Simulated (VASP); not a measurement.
# CuOs2 (Fm-3m) in VASP: notebook

Runs on CuOs2. Level: PBE. Tasks: single point, relaxation of cell and atoms.

Program: VASP 6.6.1. These are calculated values, not measurements. Logs are shortened: lines on timing, memory, paths and dates and some standing lists are left out, and cuts for length are marked.

### Step 1. The cell of the first run

The structure is cubic, space group Fm-3m (No. 225). The conventional cell has a = 5.667 Å, b = 5.667 Å, c = 5.667 Å, α = 90.00°, β = 90.00°, γ = 90.00°. Within 3.2 Å of Cu (site symmetry m-3m) lie 8 Os at 2.45 Å. Within 3.2 Å of Os (site symmetry -43m) lie 4 Cu at 2.45 Å and 6 Os at 2.83 Å.

### Step 2. Single point, PBE

The input, INCAR:

```
SYSTEM = CuOs2
PREC = Accurate ; ENCUT = 520
EDIFF = 1E-7 ; ISMEAR = 0
SIGMA = 0.1 ; LREAL = .False.
LASPH = .True. ; NELM = 80
ALGO = Normal ; ISIF = 2
LWAVE = .False. ; LCHARG = .False.
GGA = PE ; NBANDS = 20
```

The input, KPOINTS:

```
regular mesh
0
Gamma
  6 6 6
  0 0 0
```

The input, POSCAR:

```
CuOs2
1.0
    0.0000000000      2.8334943867      2.8334943867
    2.8334943867      0.0000000000      2.8334943867
    2.8334943867      2.8334943867      0.0000000000
Cu Os
1 2
Direct
    0.0000000000      0.0000000000      0.0000000000
    0.2500000000      0.2500000000      0.2500000000
    0.7500000000      0.7500000000      0.7500000000
```

Potentials or basis: VASP PAW PBE potentials, release 64 (Cu, Os).

Run with:

```bash
$ cat potpaw_PBE.64/Cu/POTCAR potpaw_PBE.64/Os/POTCAR > POTCAR
$ mpirun -np 1 vasp_std > vasp.out
```

OUTCAR:

```text
SYSTEM = CuOs2
   PREC = Accurate
   ENCUT = 520
   EDIFF = 1E-7
   ISMEAR = 0
   LREAL = .False.
   LASPH = .True.
   NELM = 80
   ISIF = 2
   GGA = PE

 ion  position               nearest neighbor table
   1  0.000  0.000  0.000-   3 2.45   3 2.45   3 2.45   2 2.45   3 2.45   2 2.45   2 2.45   2 2.45

   2  0.250  0.250  0.250-   1 2.45   1 2.45   1 2.45   1 2.45   3 2.83   3 2.83   3 2.83   3 2.83
                             3 2.83   3 2.83
   3  0.750  0.750  0.750-   1 2.45   1 2.45   1 2.45   1 2.45   2 2.83   2 2.83   2 2.83   2 2.83
                             2 2.83   2 2.83

  LATTYP: Found a face centered cubic cell.
 ALAT       =     5.6669887734

  Lattice vectors:

 A1 = (   0.0000000000,   2.8334943867,   2.8334943867)
 A2 = (   2.8334943867,   0.0000000000,   2.8334943867)
 A3 = (   2.8334943867,   2.8334943867,   0.0000000000)

Analysis of symmetry for initial positions (statically):
=====================================================================
 Subroutine PRICEL returns:
 Original cell was already a primitive cell.

 Routine SETGRP: Setting up the symmetry group for a
 face centered cubic supercell.

 Subroutine GETGRP returns: Found 48 space group operations
 (whereof 48 operations were pure point group operations)
 out of a pool of 48 trial point group operations.

The static configuration has the point symmetry O_h .

Analysis of symmetry for dynamics (positions and initial velocities):
=====================================================================
 Subroutine PRICEL returns:
 Original cell was already a primitive cell.

 Routine SETGRP: Setting up the symmetry group for a
 face centered cubic supercell.

 Subroutine GETGRP returns: Found 48 space group operations
 (whereof 48 operations were pure point group operations)
 out of a pool of 48 trial point group operations.

The dynamic configuration has the point symmetry O_h .

 Subroutine INISYM returns: Found 48 space group operations
 (whereof 48 operations are pure point group operations),
 and found     1 'primitive' translations

----------------------------------------------------------------------------------------

                                     Primitive cell

  volume of cell :      45.4985

  direct lattice vectors                    reciprocal lattice vectors
     0.000000000  2.833494387  2.833494387    -0.176460558  0.176460558  0.176460558
     2.833494387  0.000000000  2.833494387     0.176460558 -0.176460558  0.176460558
     2.833494387  2.833494387  0.000000000     0.176460558  0.176460558 -0.176460558

  length of vectors
     4.007166191  4.007166191  4.007166191     0.305638652  0.305638652  0.305638652

  position of ions in fractional coordinates (direct lattice)
     0.000000000  0.000000000  0.000000000
     0.250000000  0.250000000  0.250000000
     0.750000000  0.750000000  0.750000000

  ion indices of the primitive-cell ions
   primitive index   ion index
                 1           1
                 2           2
                 3           3

----------------------------------------------------------------------------------------

 KPOINTS: regular mesh

Automatic generation of k-mesh.
 Grid dimensions read from file:
 generate k-points for:    6    6    6

 Generating k-lattice:

  Cartesian coordinates                     Fractional coordinates (reciprocal lattice)
    -0.029410093  0.029410093  0.029410093     0.166666667  0.000000000  0.000000000
     0.029410093 -0.029410093  0.029410093     0.000000000  0.166666667  0.000000000
     0.029410093  0.029410093 -0.029410093     0.000000000  0.000000000  0.166666667

  Length of vectors
     0.050939775  0.050939775  0.050939775

  Shift w.r.t. Gamma in fractional coordinates (k-lattice)
     0.000000000  0.000000000  0.000000000

 Subroutine IBZKPT returns following result:
 ===========================================

 Found     16 irreducible k-points:

 Following reciprocal coordinates:
            Coordinates               Weight
  0.000000  0.000000  0.000000      1.000000
  0.166667  0.000000  0.000000      8.000000
  0.333333  0.000000  0.000000      8.000000
  0.500000  0.000000  0.000000      4.000000
  0.166667  0.166667  0.000000      6.000000
  0.333333  0.166667  0.000000     24.000000
[... 8 lines left out ...]
 -0.333333  0.333333  0.166667     24.000000
 -0.333333  0.500000  0.166667     12.000000
   k-points           NKPTS =     16   k-points in BZ     NKDIM =     16   number of bands    NBANDS=     20
   number of dos      NEDOS =    301   number of ions     NIONS =      3
   total plane-waves  NPLWV =  27000
   dimension x,y,z NGX =    30 NGY =   30 NGZ =   30
   dimension x,y,z NGXF=    60 NGYF=   60 NGZF=   60
   ions per type =               1   2
   NGX,Y,Z   is equivalent  to a cutoff of  12.45, 12.45, 12.45 a.u.
   NGXF,Y,Z  is equivalent  to a cutoff of  24.89, 24.89, 24.89 a.u.
 SYSTEM =  CuOs2
   PREC   = accura    normal or accurate (medium, high low for compatibility)
   ISTART =      0    job   : 0-new  1-cont  2-samecut
   ICHARG =      2    charge: 1-file 2-atom 10-const
   ISPIN  =      1    spin polarized calculation?
   LNONCOLLINEAR =      F non collinear calculations
   LSORBIT =      F    spin-orbit coupling
   LASPH  =      T    aspherical Exc in radial PAW
   ENCUT  =  520.0 eV  38.22 Ry    6.18 a.u.   7.45  7.45  7.45*2*pi/ulx,y,z
   NELM   =     80;   NELMIN=  2; NELMDL= -5     # of ELM steps
   EDIFF  = 0.1E-06   stopping-criterion for ELM
   LREAL  =      F    real-space projection
   EDIFFG = 0.1E-05   stopping-criterion for IOM
   NSW    =      0    number of steps for IOM
   IBRION =     -1    ionic relax: 0-MD 1-quasi-New 2-CG
   NFREE  =      0    steps in history (QN), initial steepest desc. (CG)
   ISIF   =      2    stress and relaxation
   ISYM   =      2    0-nonsym 1-usesym 2-fastsym
   POTIM  = 0.5000    time-step for ionic-motion
   TEBEG  =    0.0;   TEEND  =   0.0 temperature during run
   PSTRESS=    0.0 pullay stress
   NELECT =      27.0000    total number of electrons
   NUPDOWN=      -1.0000    fix difference up-down
   EMIN   =  10.00;   EMAX   =-10.00  energy-range for DOS
   EFERMI =   0.00;   METHOD = LEGACY
   ISMEAR =     0;   SIGMA  =   0.10  broadening in eV -4-tet -1-fermi 0-gaus
   EFERMI_NEDOS =   21; number of points for ismear=-14 and -15
   IALGO  =     38    algorithm
   IMIX   =      4    mixing-type and parameters
     AMIX     =   0.40;   BMIX     =  1.00
     AMIX_MAG =   1.60;   BMIX_MAG =  1.00
  volume/ion in A,a.u.               =      15.17       102.35
  Fermi-wavevector in a.u.,A,eV,Ry     =   1.375721  2.599736 25.750502  1.892609
  Thomas-Fermi vector in A             =   2.501031
   LORBIT       =      0    0 simple, 1 ext, 2 COOP (PROOUT), +10 PAW based schemes
   GGA     = PE    functional components
   LHFCALC =     F    Hartree Fock is set to
   AEXX    =    0.0000 exact exchange contribution
   IVDW    =     0    specifies the selected vdW correction
   LEPSILON=     F    determine dielectric tensor
   LRPA    =     F    only Hartree local field effects (RPA)
 non-spin polarized calculation
 Gauss-broadening in eV      SIGMA  =   0.10
  energy-cutoff  :      520.00
  volume of cell :       45.50
 maximum number of plane-waves:      1243
 NGX is ok and might be reduce to    30
   NGX = 15   NGY = 15   NGZ = 15

 number of electron      27.0000014 magnetization

 Free energy of the ion-electron system (eV)
  ---------------------------------------------------
  ext. energy  EPLUGINS =         0.00000000
  ---------------------------------------------------
  free energy    TOTEN  =       -22.53254039 eV

  energy without entropy =      -22.51525970  energy(sigma->0) =      -22.52390004

 E-fermi :   6.9093     XC(G=0): -12.7724

 val. band max:        6.8375903904   @ k =   0.5000   0.3333   0.0000
 cond. band min:       6.9160320033   @ k =  -0.3333   0.5000   0.1667
 fundamental gap:      0.0784416129
 Fermi energy:         6.9092537645

 k-point     1 :       0.0000    0.0000    0.0000
  band No.  band energies     occupation
      1      -2.3400      2.00000
      2       1.2407      2.00000
      3       1.2407      2.00000
      4       2.4779      2.00000
      5       2.4779      2.00000
      6       2.4779      2.00000
[... 12 lines left out ...]
     19      15.1866      0.00000
     20      15.1866      0.00000

 k-point     2 :       0.1667    0.0000    0.0000
  band No.  band energies     occupation
      1      -1.8467      2.00000
      2       1.4612      2.00000
      3       1.4612      2.00000
      4       2.0687      2.00000
      5       2.3657      2.00000
      6       2.3657      2.00000
[... 12 lines left out ...]
     19      15.7995      0.00000
     20      15.7995      0.00000

 k-point     3 :       0.3333    0.0000    0.0000
  band No.  band energies     occupation
      1      -0.5184      2.00000
      2       1.9547      2.00000
      3       1.9961      2.00000
      4       1.9961      2.00000
      5       2.2703      2.00000
      6       2.2703      2.00000
[... 12 lines left out ...]
     19      16.3314      0.00000
     20      16.8007      0.00000

 k-point     4 :       0.5000    0.0000    0.0000
  band No.  band energies     occupation
      1       0.6848      2.00000
      2       2.1352      2.00000
      3       2.1530      2.00000
      4       2.2273      2.00000
      5       2.2273      2.00000
      6       2.3398      2.00000
[... 12 lines left out ...]
     19      16.3831      0.00000
     20      17.2225      0.00000

 k-point     5 :       0.1667    0.1667    0.0000
  band No.  band energies     occupation
      1      -1.7051      2.00000
      2       1.4912      2.00000
      3       1.5066      2.00000
      4       2.1659      2.00000
      5       2.2576      2.00000
      6       2.2576      2.00000
[... 12 lines left out ...]
     19      15.0233      0.00000
     20      15.1379      0.00000

 k-point     6 :       0.3333    0.1667    0.0000
  band No.  band energies     occupation
      1      -0.7136      2.00000
      2       1.5971      2.00000
      3       1.9050      2.00000
      4       2.0768      2.00000
      5       2.1331      2.00000
      6       2.2382      2.00000
[... 12 lines left out ...]
     19      13.9474      0.00000
     20      16.2151      0.00000

 k-point     7 :       0.5000    0.1667    0.0000
  band No.  band energies     occupation
      1       0.6513      2.00000
      2       1.5888      2.00000
      3       1.9122      2.00000
      4       2.1698      2.00000
      5       2.2372      2.00000
      6       2.4478      2.00000
[... 12 lines left out ...]
     19      14.1136      0.00000
     20      16.6036      0.00000
[... 93 lines left out ...]
 k-point    12 :      -0.3333    0.3333    0.0000
  band No.  band energies     occupation
      1       0.8879      2.00000
      2       1.5578      2.00000
      3       1.7170      2.00000
      4       2.0901      2.00000
      5       2.1716      2.00000
      6       2.7089      2.00000
[... 12 lines left out ...]
     19      12.7681      0.00000
     20      16.2313      0.00000

 k-point    13 :       0.5000    0.5000    0.0000
  band No.  band energies     occupation
      1       0.7341      2.00000
      2       0.9581      2.00000
      3       1.2124      2.00000
      4       2.2601      2.00000
      5       2.2601      2.00000
      6       2.6930      2.00000
[... 12 lines left out ...]
     19      10.7323      0.00000
     20      14.9018      0.00000

 k-point    14 :       0.5000    0.3333    0.1667
  band No.  band energies     occupation
      1       0.2446      2.00000
      2       1.4769      2.00000
      3       1.7672      2.00000
      4       2.0837      2.00000
      5       2.2988      2.00000
      6       2.4567      2.00000
[... 12 lines left out ...]
     19      12.6475      0.00000
     20      17.6616      0.00000

 k-point    15 :      -0.3333    0.3333    0.1667
  band No.  band energies     occupation
      1       1.0609      2.00000
      2       1.3246      2.00000
      3       1.6794      2.00000
      4       1.9653      2.00000
      5       2.2930      2.00000
      6       2.7643      2.00000
[... 12 lines left out ...]
     19      11.8217      0.00000
     20      18.1018      0.00000

 k-point    16 :      -0.3333    0.5000    0.1667
  band No.  band energies     occupation
      1       1.1454      2.00000
      2       1.2202      2.00000
      3       1.2326      2.00000
      4       2.2128      2.00000
      5       2.3120      2.00000
      6       2.6723      2.00000
[... 12 lines left out ...]
     19      10.7772      0.00000
     20      16.8798      0.00000

------------------------ aborting loop because EDIFF is reached ----------------------------------------

  FORCE on cell =-STRESS in cart. coord.  units (eV):
  Direction    XX          YY          ZZ          XY          YZ          ZX
  --------------------------------------------------------------------------------------
  -------------------------------------------------------------------------------------
  Total        0.0614879      0.0614879      0.0614879      0.0000000      0.0000000      0.0000000
  in kB        2.1652274      2.1652274      2.1652274      0.0000000      0.0000000      0.0000000
  external PRESSURE =       2.1652274 kB  Pullay stress =       0.0000000 kB

 VOLUME and BASIS-vectors are now :
 -----------------------------------------------------------------------------
  energy-cutoff  :      520.00
  volume of cell :       45.50
      direct lattice vectors                 reciprocal lattice vectors
     0.000000000  2.833494387  2.833494387    -0.176460558  0.176460558  0.176460558
     2.833494387  0.000000000  2.833494387     0.176460558 -0.176460558  0.176460558
     2.833494387  2.833494387  0.000000000     0.176460558  0.176460558 -0.176460558

 POSITION                                       TOTAL-FORCE (eV/Angst)
 -----------------------------------------------------------------------------------
      0.00000      0.00000      0.00000        -0.000000      0.000000     -0.000000
      1.41675      1.41675      1.41675        -0.000000     -0.000000     -0.000000
      4.25024      4.25024      4.25024         0.000000      0.000000      0.000000
 -----------------------------------------------------------------------------------
    total drift:                                0.000000     -0.000000     -0.000000

  FREE ENERGIE OF THE ION-ELECTRON SYSTEM (eV)
  ---------------------------------------------------
  free  energy   TOTEN  =       -22.5325403913 eV

  energy  without entropy=      -22.5152596955  energy(sigma->0) =      -22.52390004
```

It took 14 s on 1 thread of AMD EPYC 9R45 (Zen 5), shared host; peak memory 0.14 GiB.

Results:

```yaml
Free_energy: -22.5325 eV
Pressure: 0.2 GPa
```

Levels at points of the mesh, in eV from the Fermi level:
```
           k point  band 12  band 13  band 14  band 15  band 16  band 17
(0.00, 0.00, 0.00)     1.29     1.29     1.29     2.75     2.75     7.64
(0.50, 0.00, 0.00)    -1.24    -1.24    -1.04    -0.15    -0.15     0.64
(0.50, 0.50, 0.00)    -1.00     0.31     0.31     1.09     1.83     1.83
```

Caveat: spin-orbit coupling is left out, which moves the levels of the heavy elements.

### Step 3. Relaxation of cell and atoms, PBE

This run uses another cell than the first one, of 12.57 Å³/atom, 0.829 times its volume.

The input, INCAR:

```
SYSTEM = CuOs2
PREC = Accurate
ENCUT = 600
EDIFF = 1E-6
ISMEAR = 0
SIGMA = 0.1
LREAL = .False.
LASPH = .True.
NELM = 100
ALGO = Normal
ISIF = 3
LWAVE = .False.
LCHARG = .False.
GGA = PE
IBRION = 2
NSW = 90
EDIFFG = -0.04
```

KPOINTS is that of step 2.

The input, POSCAR:

```
CuOs2
1.0
    0.0000000000      2.6613813400      2.6613813400
    2.6613813400      0.0000000000      2.6613813400
    2.6613813400      2.6613813400      0.0000000000
Cu Os
1 2
Direct
    0.0000000000      0.0000000000      0.0000000000
    0.2500000000      0.2500000000      0.2500000000
    0.7500000000      0.7500000000      0.7500000000
```

Potentials or basis: VASP PAW PBE potentials, release 64 (Cu, Os).

Run with:

```bash
$ cat potpaw_PBE.64/Cu/POTCAR potpaw_PBE.64/Os/POTCAR > POTCAR
$ mpirun -np 1 vasp_std > vasp.out
```

Wall time 53 s (1 thread of AMD EPYC 9R45 (Zen 5), shared host); peak memory 0.15 GiB.

Results (log left out):

| Item | Value |
| --- | --- |
| Free energy | -22.5301 eV |
| Relaxed volume | 15.20 Å³/atom |
| Relaxed cell | a = 4.010 Å, b = 4.010 Å, c = 4.010 Å, α = 60.00°, β = 60.00°, γ = 60.00° |
| Space group after relaxing (to 0.05 Å) | Fm-3m (No. 225) |
| Energy gained by relaxing | 497.4 meV/atom |
| Ionic steps | 5 |
| Pressure after relaxing | -0.4 GPa |

Step by step:
```tsv
step	energy change (eV)	largest force (eV/Å)	pressure (GPa)	volume (Å³)
1	0.0000	0.0000	73.57	37.70
2	4.5102	0.0000	-32.41	78.76
3	-1.4209	0.0000	-10.97	47.70
4	-1.4887	0.0000	-2.31	46.01
5	-1.4923	0.0000	-0.38	45.60
```

Final structure:
```cif
data_structure
_symmetry_space_group_name_H-M 'P 1'
_symmetry_Int_Tables_number 1
_cell_length_a 4.0101
_cell_length_b 4.0101
_cell_length_c 4.0101
_cell_angle_alpha 60.000
_cell_angle_beta 60.000
_cell_angle_gamma 60.000
_cell_volume 45.60
loop_
_atom_site_label
_atom_site_type_symbol
_atom_site_fract_x
_atom_site_fract_y
_atom_site_fract_z
_atom_site_occupancy
Cu1 Cu 0.00000 0.00000 0.00000 1
Os1 Os 0.25000 0.25000 0.25000 1
Os2 Os 0.75000 0.75000 0.75000 1
```

Levels at points of the mesh, in eV from the Fermi level:
```tsv
k point	band 12	band 13	band 14	band 15	band 16	band 17
(0.00, 0.00, 0.00)	1.29	1.29	1.29	2.74	2.74	8.26
(0.50, 0.00, 0.00)	-1.23	-1.23	-1.04	-0.15	-0.15	0.64
(0.50, 0.50, 0.00)	-1.00	0.31	0.31	1.09	1.83	1.83
```

Caveat: the volume moved by over 15 % at a fixed basis, so the end points are rough; spin-orbit coupling is left out, which moves the levels of the heavy elements.

(Part 1 of 2 ends here.)
